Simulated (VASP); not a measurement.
Input of a VASP 6.6.1 run:

INCAR

```
SYSTEM = MgB2
PREC = Accurate
ENCUT = 520
EDIFF = 1E-8
ISMEAR = -1
SIGMA = 0.05
LREAL = .FALSE.
LASPH = .TRUE.
NELM = 60
ALGO = Normal
ISIF = 2
LWAVE = .FALSE.
LCHARG = .FALSE.
GGA = PE
LEFG = .TRUE.
NBANDS = 11
```

Contents of KPOINTS:

```
regular mesh
0
G
  12 12 9
  0 0 0
```

Contents of POSCAR:

```
MgB2
1.0
    3.0433063957      0.0000000000      0.0000000000
   -1.5216531979      2.6355806502      0.0000000000
    0.0000000000      0.0000000000      3.4753860552
Mg B
1 2
Direct
    0.0000000000      0.0000000000      0.0000000000
    0.3333333333      0.6666666667      0.5000000000
    0.6666666667      0.3333333333      0.5000000000
```

Potentials or basis: VASP PAW PBE potentials, release 64 (Mg, B).

Command:

```bash
$ cat potpaw_PBE.64/Mg/POTCAR potpaw_PBE.64/B/POTCAR > POTCAR
$ mpirun -np 1 vasp_std > vasp.out
```

What does it give for the band gap on the k mesh?

Zero (band 4 reaches 7.38 eV, above the bottom of band 5 at 3.57 eV).

What does it give for the pressure?

5.3 GPa.

Stress tensor (GPa, compression positive):
```
6.03 0.00 0.00
0.00 6.03 0.00
0.00 0.00 3.71
```

Caveat: without QUAD_EFG the Cq values of the log hold for a quadrupole moment of 1 mb, not for the nuclei.
